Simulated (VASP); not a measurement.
Wanted: the native input for a VASP 6.6.1 run.

```
Task                   : single point
Functional             : PBE
Dispersion             : D3(BJ)
Potentials or basis    : VASP PAW PBE potentials, release 64 (C, Cl, H)
Cutoff                 : 520 eV
k mesh                 : 2 × 2 × 1
Occupations            : fermi-dirac, width 0.05 eV
Spin                   : no spin polarisation
Dipole correction      : no
Further INCAR settings : LREAL = Auto; ALGO = Normal; EDIFF = 1e-06; NBANDS = 56
```

The structure of HC18Cl lies in POSCAR:

```
HC18Cl
1.0
    7.3980000000      0.0000000000      0.0000000000
   -3.6990000000      6.4068560000      0.0000000000
    0.0000000000      0.0000000000     13.0000000000
C Cl H
18 1 1
Direct
    0.0039379565     -0.0104263308      0.0857615385
    0.2268505387      0.0948202988      0.0864461538
    0.0054271092      0.3160988791      0.0762769231
    0.2256984310      0.4221727474      0.0633153846
   -0.0032380606      0.6529723783      0.0935538462
    0.2240745148      0.7614499218      0.0880769231
    0.3308178883     -0.0104107225      0.0883230769
    0.5627373163      0.0983321617      0.0763923077
    0.3406575884      0.3162705702      0.0763000000
    0.5552560031      0.4269488810      0.0752461538
    0.3322202989      0.6493824740      0.0795076923
    0.5546707774      0.7646808357      0.0691461538
    0.6582086091     -0.0237558016      0.0698230769
    0.8936698860      0.0929629135      0.0717923077
    0.6765438459      0.3211871782      0.0744076923
    0.8859291972      0.4357675590      0.0785230769
    0.6711442166      0.6513179007      0.0744153846
    0.8924321383      0.7635882561      0.0983692308
    1.0063057971      0.2558665280      0.3192461538
    1.0881661850      0.1459998477      0.3475461538
```

The input as run:

INCAR

```
PREC = Accurate ; ENCUT = 520
EDIFF = 1E-6 ; ISMEAR = -1
SIGMA = 0.05 ; LREAL = Auto
LASPH = True ; NELM = 100
ALGO = Normal ; ISIF = 2
LWAVE = False ; LCHARG = True
GGA = PE ; IVDW = 12
LELF = True ; LVHAR = True
NBANDS = 56
```

KPOINTS

```
regular mesh
0
Gamma
  2 2 1
```

Potentials or basis: VASP PAW PBE potentials, release 64 (C, Cl, H).

The run is started by

```console
$ cat potpaw_PBE.64/C/POTCAR potpaw_PBE.64/Cl/POTCAR potpaw_PBE.64/H/POTCAR > POTCAR
$ mpirun -np 1 vasp_std > vasp.out
```

Results of the run:

| Item | Value |
| --- | --- |
| Largest force | 6.014 eV/Å |
| Band gap on the k mesh | 0.17 eV |
| Dispersion energy per atom | -0.089 eV |

Caveat: the k points lie up to 0.49 Å⁻¹ apart; the atoms stand as in a frame of molecular dynamics; there is no dipole correction, which matters where the two faces differ; semilocal functionals underestimate gaps, and a narrow one can read as zero.

It took 6 min on 1 thread of Oxide Virtual Turin-like Processor (shared host), peak memory 0.6 GiB.
